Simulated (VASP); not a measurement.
# MgSi54 (a cell with a defect) in VASP: single point with PBE

Aim: the single point of MgSi54 (a cell with a defect) with PBE.

Everything below comes from runs of VASP 6.6.1. Logs are shortened: lines on timing, memory, paths and dates and some standing lists are left out, and cuts for length are marked.

## 1. The cell of the first run

The cell holds a defect, 55 atoms: a = 11.604 Å, b = 11.604 Å, c = 11.604 Å, α = 60.00°, β = 60.00°, γ = 60.00°.

## 2. Single point, PBE (with an interstitial atom, then relaxed in part)

Contents of INCAR:

```
PREC = Accurate
ENCUT = 520
EDIFF = 1E-6
ISMEAR = 0
SIGMA = 0.01
LREAL = Auto
LASPH = T
NELM = 120
ALGO = Normal
ISIF = 2
LWAVE = F
LCHARG = T
GGA = PE
LELF = T
LVHAR = T
NBANDS = 142
GGA_COMPAT = F
```

Contents of KPOINTS:

```
regular mesh
0
Gamma
  2 2 2
```

Contents of POSCAR:

```
MgSi54
1.0
    8.2051406440      0.0000000000      8.2051406440
    8.2051406440      8.2051406440      0.0000000000
    0.0000000000      8.2051406440      8.2051406440
Si Mg
54 1
Direct
    0.2500016070      0.2497778813      0.2496741396
    0.2503784291      0.5812390255      0.2502121745
    0.2504415584      0.9173552449      0.2502917291
    0.5813682658      0.2502278729      0.2502861729
    0.5831606087      0.5829608030      0.2501572022
    0.5813956524      0.9173946417      0.2502716447
    0.9175551846      0.2502690831      0.2502916990
    0.9176146541      0.5812990782      0.2501726978
    0.9117009088      0.9114829265      0.2646123539
    0.2503575651      0.2502749399      0.5812188545
    0.2504834271      0.5829572747      0.5828905389
    0.2504600776      0.9173637855      0.5812222943
    0.5831310414      0.2502989992      0.5829249604
    0.5831374939      0.5829396848      0.5829024338
    0.5816534410      0.9180965426      0.5813785833
    0.9175470662      0.2503344359      0.5812432893
    0.9182953809      0.5815150649      0.5812921037
    0.9182837382      0.9181560008      0.5814164758
    0.2504447941      0.2503365217      0.9173202343
    0.2504357663      0.5812660507      0.9172732305
    0.2647902651      0.9115590380      0.9114356708
    0.5813789094      0.2503538490      0.9172767791
    0.5817472959      0.5814764840      0.9179793196
    0.5816995055      0.9180109582      0.9180447258
    0.9116581231      0.2646833955      0.9114913810
    0.9181987194      0.5815825869      0.9180245977
    0.9117263129      0.9115647623      0.9114237402
    0.1667939474      0.1666007658      0.1665710846
    0.1668453850      0.4992751878      0.1664761158
    0.1693057702      0.8304909188      0.1690090566
    0.4995144788      0.1666216940      0.1665075423
    0.4999349546      0.4997758348      0.1671673895
    0.4999640244      0.8323362760      0.1672133262
    0.8306425532      0.1691777902      0.1689863322
    0.8325455155      0.4997881007      0.1672039879
    0.8306784911      0.8305714539      0.1689642101
    0.1667874041      0.1665748722      0.4992435578
    0.1674890243      0.4998001683      0.4996808928
    0.1674569659      0.8323277151      0.4997635176
    0.4998445990      0.1672769349      0.4998362624
    0.4999757752      0.4997938206      0.4997311845
    0.4999372082      0.8323040098      0.4997117934
    0.8325196228      0.1673323351      0.4997892148
    0.8324860683      0.4998205087      0.4996042494
    0.8295273810      0.8293645858      0.5111172993
    0.1692384154      0.1689962161      0.8304859693
    0.1674361661      0.4998152604      0.8322587807
    0.1691515474      0.8306346286      0.8305005100
    0.4999322714      0.1672402970      0.8322954951
    0.4998812756      0.4997997980      0.8322754733
    0.5113210698      0.8293551855      0.8292885827
    0.8307543331      0.1689901773      0.8305363962
    0.8295549233      0.5112264950      0.8292335503
    0.8295048570      0.8294147647      0.8292810781
   -0.0000893790     -0.0001762213     -0.0001391167
```

Potentials or basis: VASP PAW PBE potentials, release 64 (Si, Mg).

On the command line:

```sh
> cat potpaw_PBE.64/Si/POTCAR potpaw_PBE.64/Mg/POTCAR > POTCAR
> mpirun -np 1 vasp_std > vasp.out
```

OUTCAR:

```text
PREC = Accurate
   ENCUT = 520
   EDIFF = 1E-6
   ISMEAR = 0
   LREAL = Auto
   LASPH = T
   NELM = 120
   ISIF = 2
   GGA = PE

 ion  position               nearest neighbor table
   1  0.250  0.250  0.250-  28 2.36  29 2.36  31 2.36  37 2.36
   2  0.250  0.581  0.250-  29 2.36  30 2.36  38 2.36  32 2.36
   3  0.250  0.917  0.250-  28 2.36  30 2.36  39 2.36  33 2.36
   4  0.581  0.250  0.250-  31 2.36  34 2.36  32 2.36  40 2.36
   5  0.583  0.583  0.250-  33 2.36  35 2.36  32 2.36  41 2.36
   6  0.581  0.917  0.250-  31 2.36  36 2.36  42 2.36  33 2.36
   7  0.918  0.250  0.250-  28 2.36  34 2.36  43 2.36  35 2.36
   8  0.918  0.581  0.250-  29 2.36  36 2.36  44 2.36  35 2.36
   9  0.912  0.911  0.265-  45 2.34  36 2.44  30 2.44  34 2.44  55 2.51
  10  0.250  0.250  0.581-  37 2.36  46 2.36  40 2.36  38 2.36
  11  0.250  0.583  0.583-  38 2.36  47 2.36  39 2.36  41 2.36
  12  0.250  0.917  0.581-  37 2.36  48 2.36  42 2.36  39 2.36
  13  0.583  0.250  0.583-  49 2.36  43 2.36  40 2.36  41 2.36
  14  0.583  0.583  0.583-  44 2.36  42 2.36  50 2.36  41 2.36
  15  0.582  0.918  0.581-  45 2.35  51 2.35  42 2.36  40 2.36
  16  0.918  0.250  0.581-  37 2.36  52 2.36  43 2.36  44 2.36
  17  0.918  0.582  0.581-  45 2.35  53 2.35  44 2.36  38 2.36
[... 22 lines left out ...]
  40  0.500  0.167  0.500-  15 2.36  13 2.36  10 2.36   4 2.36
  41  0.500  0.500  0.500-  14 2.36  11 2.36  13 2.36   5 2.36
  42  0.500  0.832  0.500-  15 2.36  14 2.36   6 2.36  12 2.36
  43  0.833  0.167  0.500-  18 2.36  13 2.36  16 2.36   7 2.36
  44  0.832  0.500  0.500-  17 2.36  14 2.36   8 2.36  16 2.36
  45  0.830  0.829  0.511-   9 2.34  18 2.35  17 2.35  15 2.35
  46  0.169  0.169  0.830-  10 2.36  19 2.36  21 2.44  25 2.44  55 2.78
  47  0.167  0.500  0.832-  26 2.36  11 2.36  20 2.36  19 2.36
  48  0.169  0.831  0.831-  12 2.36  20 2.36  27 2.44  21 2.44  55 2.78
  49  0.500  0.167  0.832-  24 2.36  13 2.36  19 2.36  22 2.36
  50  0.500  0.500  0.832-  23 2.36  14 2.36  20 2.36  22 2.36
  51  0.511  0.829  0.829-  21 2.34  24 2.35  23 2.35  15 2.35
  52  0.831  0.169  0.831-  16 2.36  22 2.36  27 2.44  25 2.44  55 2.78
  53  0.830  0.511  0.829-  25 2.34  26 2.35  23 2.35  17 2.35
  54  0.830  0.829  0.829-  27 2.34  24 2.35  26 2.35  18 2.35
  55  1.000  1.000  1.000-   9 2.51  25 2.51  21 2.51  27 2.51  34 2.78  52 2.78  36 2.78  46 2.78
                            30 2.78  48 2.78

  LATTYP: Found a face centered cubic cell.
 ALAT       =    16.4102812880

  Lattice vectors:

 A1 = (   8.2051406440,   0.0000000000,   8.2051406440)
 A2 = (   8.2051406440,   8.2051406440,   0.0000000000)
 A3 = (   0.0000000000,   8.2051406440,   8.2051406440)

Analysis of symmetry for initial positions (statically):
=====================================================================
 Subroutine PRICEL returns:
 Original cell was already a primitive cell.

 Routine SETGRP: Setting up the symmetry group for a
 face centered cubic supercell.

 Subroutine GETGRP returns: Found  1 space group operations
 (whereof  1 operations were pure point group operations)
 out of a pool of 48 trial point group operations.

The static configuration has the point symmetry C_1 .

Analysis of symmetry for dynamics (positions and initial velocities):
=====================================================================
 Subroutine PRICEL returns:
 Original cell was already a primitive cell.

 Routine SETGRP: Setting up the symmetry group for a
 face centered cubic supercell.

 Subroutine GETGRP returns: Found  1 space group operations
 (whereof  1 operations were pure point group operations)
 out of a pool of 48 trial point group operations.

The dynamic configuration has the point symmetry C_1 .

 Subroutine INISYM returns: Found  1 space group operations
 (whereof  1 operations are pure point group operations),
 and found     1 'primitive' translations

----------------------------------------------------------------------------------------

                                     Primitive cell

  volume of cell :    1104.8112

  direct lattice vectors                    reciprocal lattice vectors
     8.205140644  0.000000000  8.205140644     0.060937408 -0.060937408  0.060937408
     8.205140644  8.205140644  0.000000000     0.060937408  0.060937408 -0.060937408
[... 125 lines left out ...]
 Grid dimensions read from file:
 generate k-points for:    2    2    2

 Generating k-lattice:

  Cartesian coordinates                     Fractional coordinates (reciprocal lattice)
     0.030468704 -0.030468704  0.030468704     0.500000000  0.000000000  0.000000000
     0.030468704  0.030468704 -0.030468704     0.000000000  0.500000000  0.000000000
    -0.030468704  0.030468704  0.030468704     0.000000000  0.000000000  0.500000000

  Length of vectors
     0.052773343  0.052773343  0.052773343

  Shift w.r.t. Gamma in fractional coordinates (k-lattice)
     0.000000000  0.000000000  0.000000000

 Subroutine IBZKPT returns following result:
 ===========================================

 Found      8 irreducible k-points:

 Following reciprocal coordinates:
            Coordinates               Weight
  0.000000  0.000000  0.000000      1.000000
  0.500000  0.000000  0.000000      1.000000
  0.000000  0.500000  0.000000      1.000000
  0.000000  0.000000  0.500000      1.000000
  0.500000  0.500000  0.500000      1.000000
  0.500000  0.500000  0.000000      1.000000
  0.000000  0.500000  0.500000      1.000000
  0.500000  0.000000  0.500000      1.000000
   k-points           NKPTS =      8   k-points in BZ     NKDIM =      8   number of bands    NBANDS=    142
   number of dos      NEDOS =    301   number of ions     NIONS =     55
   total plane-waves  NPLWV = 729000
   dimension x,y,z NGX =    90 NGY =   90 NGZ =   90
   dimension x,y,z NGXF=   180 NGYF=  180 NGZF=  180
   ions per type =              54   1
   NGX,Y,Z   is equivalent  to a cutoff of  12.89, 12.89, 12.89 a.u.
   NGXF,Y,Z  is equivalent  to a cutoff of  25.79, 25.79, 25.79 a.u.
 SYSTEM =  unknown system
   PREC   = accura    normal or accurate (medium, high low for compatibility)
   ISTART =      0    job   : 0-new  1-cont  2-samecut
   ICHARG =      2    charge: 1-file 2-atom 10-const
   ISPIN  =      1    spin polarized calculation?
   LNONCOLLINEAR =      F non collinear calculations
   LSORBIT =      F    spin-orbit coupling
   LASPH  =      T    aspherical Exc in radial PAW
   ENCUT  =  520.0 eV  38.22 Ry    6.18 a.u.  21.58 21.58 21.58*2*pi/ulx,y,z
   NELM   =    120;   NELMIN=  2; NELMDL= -5     # of ELM steps
   EDIFF  = 0.1E-05   stopping-criterion for ELM
   LREAL  =      T    real-space projection
   EDIFFG = 0.1E-04   stopping-criterion for IOM
   NSW    =      0    number of steps for IOM
   IBRION =     -1    ionic relax: 0-MD 1-quasi-New 2-CG
   NFREE  =      0    steps in history (QN), initial steepest desc. (CG)
   ISIF   =      2    stress and relaxation
   ISYM   =      2    0-nonsym 1-usesym 2-fastsym
   POTIM  = 0.5000    time-step for ionic-motion
   TEBEG  =    0.0;   TEEND  =   0.0 temperature during run
   PSTRESS=    0.0 pullay stress
   NELECT =     218.0000    total number of electrons
   NUPDOWN=      -1.0000    fix difference up-down
   EMIN   =  10.00;   EMAX   =-10.00  energy-range for DOS
   EFERMI =   0.00;   METHOD = LEGACY
   ISMEAR =     0;   SIGMA  =   0.01  broadening in eV -4-tet -1-fermi 0-gaus
   EFERMI_NEDOS =   21; number of points for ismear=-14 and -15
   IALGO  =     38    algorithm
   IMIX   =      4    mixing-type and parameters
     AMIX     =   0.40;   BMIX     =  1.00
     AMIX_MAG =   1.60;   BMIX_MAG =  1.00
  volume/ion in A,a.u.               =      20.09       135.56
  Fermi-wavevector in a.u.,A,eV,Ry     =   0.953084  1.801067 12.359100  0.908368
  Thomas-Fermi vector in A             =   2.081706
   LORBIT       =      0    0 simple, 1 ext, 2 COOP (PROOUT), +10 PAW based schemes
   GGA     = PE    functional components
   LHFCALC =     F    Hartree Fock is set to
   AEXX    =    0.0000 exact exchange contribution
   IVDW    =     0    specifies the selected vdW correction
   LEPSILON=     F    determine dielectric tensor
   LRPA    =     F    only Hartree local field effects (RPA)
 non-spin polarized calculation
 Gauss-broadening in eV      SIGMA  =   0.01
  energy-cutoff  :      520.00
  volume of cell :     1104.81
 maximum number of plane-waves:     29794
 NGX is ok and might be reduce to    90
   NGX = 43   NGY = 43   NGZ = 43

 number of electron     218.0000008 magnetization

 Free energy of the ion-electron system (eV)
  ---------------------------------------------------
  ext. energy  EPLUGINS =         0.00000000
  ---------------------------------------------------
  free energy    TOTEN  =      -291.81032436 eV

  energy without entropy =     -291.80815896  energy(sigma->0) =     -291.80924166

 E-fermi :   6.3821     XC(G=0):  -9.3975

 val. band max:        6.3380806639   @ k =   0.5000   0.0000   0.5000
 cond. band min:       6.3845120676   @ k =   0.0000   0.0000   0.0000
 fundamental gap:      0.0464314038
 Fermi energy:         6.3821464244

 k-point     1 :       0.0000    0.0000    0.0000
  band No.  band energies     occupation
      1      -6.1747      2.00000
      2      -4.9552      2.00000
      3      -4.8344      2.00000
      4      -4.8340      2.00000
      5      -4.8334      2.00000
      6      -4.8278      2.00000
[... 981 lines left out ...]
    120       7.7539      0.00000
    121       8.0601      0.00000
 [bands above 121 left out]

------------------------ aborting loop because EDIFF is reached ----------------------------------------

  FORCE on cell =-STRESS in cart. coord.  units (eV):
  Direction    XX          YY          ZZ          XY          YZ          ZX
  --------------------------------------------------------------------------------------
  -------------------------------------------------------------------------------------
  Total        4.6219006      4.6324697      4.6219464      0.0028954      0.0015190      0.0003459
  in kB        6.7025968      6.7179240      6.7026633      0.0041988      0.0022028      0.0005016
  external PRESSURE =       6.7077280 kB  Pullay stress =       0.0000000 kB

 VOLUME and BASIS-vectors are now :
 -----------------------------------------------------------------------------
  energy-cutoff  :      520.00
  volume of cell :     1104.81
      direct lattice vectors                 reciprocal lattice vectors
     8.205140644  0.000000000  8.205140644     0.060937408 -0.060937408  0.060937408
     8.205140644  8.205140644  0.000000000     0.060937408  0.060937408 -0.060937408
     0.000000000  8.205140644  8.205140644    -0.060937408  0.060937408  0.060937408

 POSITION                                       TOTAL-FORCE (eV/Angst)
 -----------------------------------------------------------------------------------
      4.10076      4.09807      4.09991        -0.002975     -0.002846     -0.000883
      6.82354      6.82217      4.10742         0.001006     -0.006383      0.003953
      9.58194      9.58071      4.10859         0.008576      0.002090      0.000302
      6.82336      4.10679      6.82384        -0.001342      0.003862     -0.005126
      9.56819      6.83585      6.83749        -0.008542      0.002266      0.003674
     12.29779      9.58087      6.82395        -0.001574     -0.001888     -0.009170
[... 47 lines left out ...]
     13.61167     13.60983     13.61057         0.001651     -0.005694     -0.000284
     16.40810     16.40769     16.40841         0.000673     -0.002627     -0.001120
 -----------------------------------------------------------------------------------
    total drift:                               -0.003196     -0.011007     -0.006738

  FREE ENERGIE OF THE ION-ELECTRON SYSTEM (eV)
  ---------------------------------------------------
  free  energy   TOTEN  =      -291.8103243562 eV

  energy  without entropy=     -291.8081589616  energy(sigma->0) =     -291.80924166
```

Run time: 53 min. Hardware: 1 thread of Intel Xeon Platinum 8259CL at 2.50GHz (Skylake/Cascade Lake), shared host; peak memory 1.7 GiB.

What came out:

* Free energy: -291.8103 eV
* Pressure: 0.7 GPa
* Largest force: 0.013 eV/Å
* Band gap on the k mesh: zero (bands 109 and 110 overlap by 0.10 eV)

Forces in eV/Å, atoms in the order of the input:
```
Si  -0.003 -0.003 -0.001
Si   0.001 -0.006  0.004
Si   0.009  0.002  0.000
Si  -0.001  0.004 -0.005
Si  -0.009  0.002  0.004
Si  -0.002 -0.002 -0.009
Si   0.006  0.001  0.002
Si  -0.004 -0.009 -0.001
Si   0.003  0.001 -0.002
Si   0.002 -0.005 -0.002
Si   0.002 -0.005  0.002
Si   0.003  0.001 -0.006
Si   0.001  0.000 -0.006
Si  -0.004 -0.004 -0.006
Si  -0.001  0.006  0.001
Si   0.002 -0.008  0.000
Si   0.000  0.003  0.006
Si   0.004  0.003  0.003
Si  -0.004  0.002  0.005
Si  -0.003  0.002  0.003
Si  -0.001  0.000  0.004
Si  -0.008 -0.001  0.003
Si  -0.007  0.004 -0.002
Si   0.003  0.012 -0.002
Si   0.000 -0.001  0.000
Si   0.003 -0.001  0.010
Si  -0.003  0.001 -0.001
Si  -0.001  0.000 -0.002
Si   0.000  0.007  0.001
Si  -0.004  0.003 -0.004
Si   0.001  0.003  0.002
Si   0.004  0.001  0.003
Si  -0.001 -0.001  0.003
Si  -0.005 -0.001  0.005
Si  -0.003  0.002 -0.003
Si   0.000  0.002  0.004
Si   0.003  0.005  0.000
Si  -0.002  0.005 -0.002
Si  -0.005 -0.002  0.000
Si   0.006 -0.004  0.004
Si   0.001 -0.002 -0.001
Si   0.001 -0.001  0.008
Si  -0.006 -0.001 -0.005
Si   0.001  0.010  0.004
Si  -0.003 -0.002 -0.002
Si   0.002  0.006 -0.003
Si   0.000 -0.002 -0.006
Si   0.000 -0.005  0.002
Si   0.005 -0.001  0.001
Si   0.011 -0.002  0.001
Si  -0.001 -0.007 -0.003
Si   0.004  0.005 -0.005
Si  -0.001 -0.008 -0.005
Si   0.002 -0.006  0.000
Mg   0.001 -0.003 -0.001
```

Caveat: the cell differs from its parent crystal (with an interstitial atom, then relaxed in part).

The gap in the log of VASP goes by the Fermi energy; the results here count the filled bands.